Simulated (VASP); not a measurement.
Runs of VASP 6.6.1 on Zr. The structure is that of space group Fd-3m (No. 227), or close to it. The cells are those of the table. This isn't the form of Zr at room conditions, which is hcp.

```tsv
task	cell	cutoff (eV)	gap on the mesh (eV)	pressure (GPa)
relaxation of cell and atoms	relaxed to 38 GPa from a = 3.756 Å, angles 60.0°, 2 atoms	600	none	38.0
relaxation of cell and atoms	relaxed to 38 GPa from a = 3.810 Å, angles 60.0°, 2 atoms	600	none	38.0
single point	a = 3.757 Å, angles 60.0°, 2 atoms	520	none	(a)
single point	a = 3.756 Å, angles 60.0°, 2 atoms	520	none	39.2
```

Alike in all rows: level LDA; potentials or basis VASP PAW LDA potentials, release 64 (Zr_sv); no spin polarisation; k mesh 12 × 12 × 12; smearing fermi-dirac 0.08 eV.

Task: Estimate the missing entries.

Result: (a) 39.0.

Caveats: the cell is relaxed towards a set pressure, so the run minimises the enthalpy, not the energy (at least some runs); the cell stands under pressure (at least some runs).

A k mesh can miss the band edges, and the runs leave out spin-orbit coupling on Zr.

A gap of «none» marks levels without a gap at the run's occupations.
